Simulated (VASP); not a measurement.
# Fe2O3 (R-3c) in VASP: single point with PBE+U

Aim: the single point of Fe2O3 with PBE+U.

Everything below comes from runs of VASP 6.6.1. Logs are shortened: lines on timing, memory, paths and dates and some standing lists are left out, and cuts for length are marked.

## Step 1: The cell of the first run

The structure is trigonal, space group R-3c (No. 167). Conventional cell: a = 5.080 Å, b = 5.080 Å, c = 13.546 Å, α = 90.00°, β = 90.00°, γ = 120.00°. Fe (site symmetry 3) has 6 O at 1.96 to 2.10 Å within 2.6 Å. Within 2.9 Å of O (site symmetry 2) lie 4 Fe at 1.96 to 2.10 Å and 8 O at 2.67 to 2.87 Å.

## Step 2: Single point, PBE+U, collinear spin, antiferromagnetic start

Contents of INCAR:

```
PREC = Accurate ; ENCUT = 600
EDIFF = 1E-6 ; ISMEAR = 0
SIGMA = 0.05 ; LREAL = F
LASPH = T ; NELM = 200
ALGO = Normal ; ISIF = 2
LWAVE = F ; LCHARG = F
ISPIN = 2 ; MAGMOM = 5 -5 -5 5 0 0 0 0 0 0
LORBIT = 11 ; LMAXMIX = 4
LDAU = T ; LDAUTYPE = 2
LDAUL = 2 -1 ; LDAUU = 4 0
LDAUJ = 0 0 ; LDAUPRINT = 1
GGA = PE ; NBANDS = 65
GGA_COMPAT = F
```

Contents of KPOINTS:

```
Automatic mesh
0
Gamma
  6 6 6
```

Contents of POSCAR:

```
Fe2O3
1.0
    2.5398796921      1.4664002239      4.5154995470
   -2.5398796921      1.4664002239      4.5154995470
    0.0000000000     -2.9328004479      4.5154995470
Fe O
4 6
Direct
    0.3556640699      0.3556640699      0.3556640699
    0.1443359301      0.1443359301      0.1443359301
    0.6443359301      0.6443359301      0.6443359301
    0.8556640699      0.8556640699      0.8556640699
    0.5531097638      0.9468902362      0.2500000000
    0.2500000000      0.5531097638      0.9468902362
    0.9468902362      0.2500000000      0.5531097638
    0.4468902362      0.0531097638      0.7500000000
    0.7500000000      0.4468902362      0.0531097638
    0.0531097638      0.7500000000      0.4468902362
```

Potentials or basis: VASP PAW PBE potentials, release 64 (Fe_sv, O).

Launch:

```
$ cat potpaw_PBE.64/Fe_sv/POTCAR potpaw_PBE.64/O/POTCAR > POTCAR
$ mpirun -np 1 vasp_std > vasp.out
```

OUTCAR:

```text
PREC = Accurate
   ENCUT = 600
   EDIFF = 1E-6
   ISMEAR = 0
   LREAL = F
   LASPH = T
   NELM = 200
   ISIF = 2
   ISPIN = 2
   LORBIT = 11
   GGA = PE

 ion  position               nearest neighbor table
   1  0.356  0.356  0.356-   9 1.96   8 1.96  10 1.96   7 2.10   5 2.10   6 2.10
   2  0.144  0.144  0.144-  10 1.96   8 1.96   9 1.96   6 2.10   5 2.10   7 2.10
   3  0.644  0.644  0.644-   6 1.96   5 1.96   7 1.96  10 2.10   8 2.10   9 2.10
   4  0.856  0.856  0.856-   7 1.96   5 1.96   6 1.96   9 2.10   8 2.10  10 2.10
   5  0.553  0.947  0.250-   3 1.96   4 1.96   1 2.10   2 2.10
   6  0.250  0.553  0.947-   3 1.96   4 1.96   2 2.10   1 2.10
   7  0.947  0.250  0.553-   4 1.96   3 1.96   1 2.10   2 2.10
   8  0.447  0.053  0.750-   1 1.96   2 1.96   3 2.10   4 2.10
   9  0.750  0.447  0.053-   1 1.96   2 1.96   4 2.10   3 2.10
  10  0.053  0.750  0.447-   2 1.96   1 1.96   3 2.10   4 2.10

  LATTYP: Found a trigonal (rhomboedric) cell.
 ALAT       =     5.3843341859
 COS(alpha) =     0.5549669418

  Lattice vectors:

 A1 = (   2.5398796921,   1.4664002239,   4.5154995470)
 A2 = (  -2.5398796921,   1.4664002239,   4.5154995470)
 A3 = (   0.0000000000,  -2.9328004479,   4.5154995470)

Analysis of symmetry for initial positions (statically):
=====================================================================
 Subroutine PRICEL returns:
 Original cell was already a primitive cell.

 Routine SETGRP: Setting up the symmetry group for a
 trigonal (rhombohedral) supercell.

 Subroutine GETGRP returns: Found 12 space group operations
 (whereof  6 operations were pure point group operations)
 out of a pool of 12 trial point group operations.

The static configuration has the point symmetry S_6 .
 The point group associated with its full space group is D_3d.

Analysis of symmetry for dynamics (positions and initial velocities):
=====================================================================
 Subroutine PRICEL returns:
 Original cell was already a primitive cell.

 Routine SETGRP: Setting up the symmetry group for a
 trigonal (rhombohedral) supercell.

 Subroutine GETGRP returns: Found 12 space group operations
 (whereof  6 operations were pure point group operations)
 out of a pool of 12 trial point group operations.

The dynamic configuration has the point symmetry S_6 .
 The point group associated with its full space group is D_3d.

Analysis of structural, dynamic, and magnetic symmetry:
=====================================================================
 Subroutine PRICEL returns:
 Original cell was already a primitive cell.

 Routine SETGRP: Setting up the symmetry group for a
 trigonal (rhombohedral) supercell.

 Subroutine GETGRP returns: Found 12 space group operations
 (whereof  6 operations were pure point group operations)
 out of a pool of 12 trial point group operations.

The overall configuration has the point symmetry S_6 .
 The point group associated with its full space group is D_3d.

 Subroutine INISYM returns: Found 12 space group operations
 (whereof  6 operations are pure point group operations),
 and found     1 'primitive' translations

----------------------------------------------------------------------------------------

                                     Primitive cell

  volume of cell :     100.9073

  direct lattice vectors                    reciprocal lattice vectors
     2.539879692  1.466400224  4.515499547     0.196859718  0.113657011  0.073819813
    -2.539879692  1.466400224  4.515499547    -0.196859718  0.113657011  0.073819813
     0.000000000 -2.932800448  4.515499547     0.000000000 -0.227314022  0.073819813

  length of vectors
     5.384334186  5.384334186  5.384334186     0.239000062  0.239000062  0.239000062

  position of ions in fractional coordinates (direct lattice)
     0.355664070  0.355664070  0.355664070
     0.144335930  0.144335930  0.144335930
     0.644335930  0.644335930  0.644335930
     0.855664070  0.855664070  0.855664070
     0.553109764  0.946890236  0.250000000
[... 116 lines left out ...]
   angular momentum for each species LDAUL =     2   -1
   U (eV)           for each species LDAUU =   4.0  0.0
   J (eV)           for each species LDAUJ =   0.0  0.0
   GGA     = PE    functional components
   LHFCALC =     F    Hartree Fock is set to
   AEXX    =    0.0000 exact exchange contribution
   IVDW    =     0    specifies the selected vdW correction
   LEPSILON=     F    determine dielectric tensor
   LRPA    =     F    only Hartree local field effects (RPA)
 spin polarized calculation
 Gauss-broadening in eV      SIGMA  =   0.05
  energy-cutoff  :      600.00
  volume of cell :      100.91
 maximum number of plane-waves:      3389
 NGX is ok and might be reduce to    48
   NGX = 21   NGY = 21   NGZ = 21

 number of electron     100.0000023 magnetization       0.0000000

atom =   1  type =  1  l = 2

 onsite density matrix

spin component  1
[... 116 lines left out ...]
  o =  0.0677  v =  0.0000  0.0000  0.0000  0.0000  0.0000  0.0000  0.0000  1.0000 -0.0000  0.0000      0.0000  0.0000  0.0000  0.0000  0.0000  0.0000  0.0000  0.0000  0.0000  0.0000
  o =  0.0713  v =  0.0000  0.0000  0.0000  0.0000  0.0000  0.7227  0.4297  0.0000  0.4389 -0.3169      0.0000  0.0000  0.0000  0.0000  0.0000  0.0000  0.0000  0.0000  0.0000  0.0000
  o =  0.0713  v =  0.0000  0.0000  0.0000  0.0000  0.0000  0.3169  0.4389 -0.0000 -0.4297  0.7227      0.0000  0.0000  0.0000  0.0000  0.0000  0.0000  0.0000  0.0000  0.0000  0.0000
  o =  0.1902  v =  0.0000  0.0000  0.0000  0.0000  0.0000 -0.4423  0.7317  0.0000 -0.2957 -0.4262      0.0000  0.0000  0.0000  0.0000  0.0000  0.0000  0.0000  0.0000  0.0000  0.0000
  o =  0.1902  v =  0.0000  0.0000  0.0000  0.0000  0.0000  0.4262 -0.2957  0.0000 -0.7317 -0.4423      0.0000  0.0000  0.0000  0.0000  0.0000  0.0000  0.0000  0.0000  0.0000  0.0000
  o =  0.9204  v = -0.6485 -0.5003  0.0000 -0.3593  0.4472  0.0000  0.0000  0.0000  0.0000  0.0000      0.0000  0.0000  0.0000  0.0000  0.0000  0.0000  0.0000  0.0000  0.0000  0.0000
  o =  0.9204  v = -0.4472 -0.3593 -0.0000  0.5003 -0.6485  0.0000  0.0000  0.0000  0.0000  0.0000      0.0000  0.0000  0.0000  0.0000  0.0000  0.0000  0.0000  0.0000  0.0000  0.0000
  o =  0.9207  v = -0.0000 -0.0000  1.0000  0.0000 -0.0000  0.0000  0.0000  0.0000  0.0000  0.0000      0.0000  0.0000  0.0000  0.0000  0.0000  0.0000  0.0000  0.0000  0.0000  0.0000
  o =  0.9440  v = -0.5303  0.6858 -0.0000 -0.3876 -0.3133  0.0000  0.0000  0.0000  0.0000  0.0000      0.0000  0.0000  0.0000  0.0000  0.0000  0.0000  0.0000  0.0000  0.0000  0.0000
  o =  0.9440  v =  0.3133 -0.3876  0.0000 -0.6858 -0.5303  0.0000  0.0000  0.0000  0.0000  0.0000      0.0000  0.0000  0.0000  0.0000  0.0000  0.0000  0.0000  0.0000  0.0000  0.0000

 number of electron     100.0000023 magnetization      -0.0000000

 Free energy of the ion-electron system (eV)
  ---------------------------------------------------
  ext. energy  EPLUGINS =         0.00000000
  ---------------------------------------------------
  free energy    TOTEN  =       -67.35741612 eV

  energy without entropy =      -67.35741612  energy(sigma->0) =      -67.35741612

 E-fermi :   7.1282     XC(G=0): -11.8994

 val. band max:        6.7887415566   @ k =   0.0000   0.0000   0.0000
 cond. band min:       8.5076908341   @ k =  -0.3333   0.3333   0.0000
 fundamental gap:      1.7189492775
 Fermi energy:         7.1282150590

 spin component 1

 k-point     1 :       0.0000    0.0000    0.0000
  band No.  band energies     occupation
      1     -84.3611      1.00000
      2     -84.3609      1.00000
      3     -79.3572      1.00000
      4     -79.3569      1.00000
      5     -50.3595      1.00000
      6     -50.3571      1.00000
[... 3113 lines left out ...]
     61      15.2187      0.00000
     62      15.6014      0.00000

 [... further k-points ...]

 [bands above 62 left out]

------------------------ aborting loop because EDIFF is reached ----------------------------------------

  FORCE on cell =-STRESS in cart. coord.  units (eV):
  Direction    XX          YY          ZZ          XY          YZ          ZX
  --------------------------------------------------------------------------------------
  -------------------------------------------------------------------------------------
  Total        3.2870916      3.2870916      5.1782170      0.0000000     -0.0000000      0.0000000
  in kB       52.1914877     52.1914877     82.2182283      0.0000000     -0.0000000      0.0000000
  external PRESSURE =      62.2004012 kB  Pullay stress =       0.0000000 kB

 VOLUME and BASIS-vectors are now :
 -----------------------------------------------------------------------------
  energy-cutoff  :      600.00
  volume of cell :      100.91
      direct lattice vectors                 reciprocal lattice vectors
     2.539879692  1.466400224  4.515499547     0.196859718  0.113657011  0.073819813
    -2.539879692  1.466400224  4.515499547    -0.196859718  0.113657011  0.073819813
     0.000000000 -2.932800448  4.515499547     0.000000000 -0.227314022  0.073819813

 POSITION                                       TOTAL-FORCE (eV/Angst)
 -----------------------------------------------------------------------------------
      0.00000     -0.00000      4.81800         0.000000     -0.000000      0.290672
      0.00000     -0.00000      1.95525         0.000000      0.000000     -0.290672
      0.00000     -0.00000      8.72850         0.000000      0.000000     -0.290672
      0.00000     -0.00000     11.59125         0.000000     -0.000000      0.290672
     -1.00016      1.46640      7.90212         0.271814     -0.000000      0.000000
     -0.76986     -1.59936      7.90212        -0.135907      0.235398      0.000000
      1.77002      0.13296      7.90212        -0.135907     -0.235398      0.000000
      1.00016     -1.46640      5.64437        -0.271814     -0.000000      0.000000
      0.76986      1.59936      5.64437         0.135907     -0.235398      0.000000
     -1.77002     -0.13296      5.64437         0.135907      0.235398      0.000000
 -----------------------------------------------------------------------------------
    total drift:                               -0.000000      0.000000      0.000000

  FREE ENERGIE OF THE ION-ELECTRON SYSTEM (eV)
  ---------------------------------------------------
  free  energy   TOTEN  =       -67.3574161198 eV

  energy  without entropy=      -67.3574161198  energy(sigma->0) =      -67.35741612

 total charge

# of ion       s       p       d       tot
------------------------------------------
    1        2.143   6.040   5.219  13.402
    2        2.143   6.040   5.219  13.402
    3        2.143   6.040   5.219  13.402
    4        2.143   6.040   5.219  13.402
    5        1.559   3.494   0.000   5.053
    6        1.559   3.494   0.000   5.053
    7        1.559   3.494   0.000   5.053
    8        1.559   3.494   0.000   5.053
    9        1.559   3.494   0.000   5.053
   10        1.559   3.494   0.000   5.053
--------------------------------------------------
tot         17.929  45.119  20.877  83.925

 magnetization (x)

# of ion       s       p       d       tot
------------------------------------------
    1        0.013   0.015   4.050   4.078
    2       -0.013  -0.015  -4.050  -4.078
    3       -0.013  -0.015  -4.050  -4.078
    4        0.013   0.015   4.050   4.078
    5        0.000   0.000   0.000   0.000
    6        0.000   0.000   0.000   0.000
    7        0.000   0.000   0.000   0.000
    8        0.000   0.000   0.000   0.000
    9        0.000   0.000   0.000   0.000
   10        0.000   0.000   0.000   0.000
--------------------------------------------------
tot          0.000   0.000   0.000   0.000
```

It took 7.7 min on 1 thread of Intel Xeon 6975P-C (Granite Rapids), shared host; peak memory 0.61 GiB.

Results:

```yaml
Free_energy: -67.3574 eV
Pressure: 6.2 GPa
Largest_force: 0.291 eV/Å
Band_gap_on_the_k_mesh: 1.72 eV (least direct gap 1.83 eV)
Net_moment: 0.00 μB per cell
Site_moments: Fe +4.08, -4.08 (each value once); O +0.00 μB
Valence_electrons_inside_the_program's_atomic_spheres: Fe 13.40; O 5.05
```

Forces in eV/Å, atoms in the order of the input:
```
Fe   0.000  0.000  0.291
Fe   0.000  0.000 -0.291
Fe   0.000  0.000 -0.291
Fe   0.000  0.000  0.291
O    0.272  0.000  0.000
O   -0.136  0.235  0.000
O   -0.136 -0.235  0.000
O   -0.272  0.000  0.000
O    0.136 -0.235  0.000
O    0.136  0.235  0.000
```

Stress tensor (GPa, compression positive):
```
5.22 0.00 0.00
0.00 5.22 0.00
0.00 0.00 8.22
```

Eigenvalues of the final occupation matrices:
| site | spin | trace | eigenvalues |
| --- | --- | --- | --- |
| site 1 d | 1 | 4.65 | 0.92 0.92 0.92 0.94 0.94 |
| site 1 d | 2 | 0.59 | 0.07 0.07 0.07 0.19 0.19 |
| site 2 d | 1 | 0.59 | 0.07 0.07 0.07 0.19 0.19 |
| site 2 d | 2 | 4.65 | 0.92 0.92 0.92 0.94 0.94 |
| site 3 d | 1 | 0.59 | 0.07 0.07 0.07 0.19 0.19 |
| site 3 d | 2 | 4.65 | 0.92 0.92 0.92 0.94 0.94 |
| site 4 d | 1 | 4.65 | 0.92 0.92 0.92 0.94 0.94 |
| site 4 d | 2 | 0.59 | 0.07 0.07 0.07 0.19 0.19 |

Caveat: the cell stands under pressure.
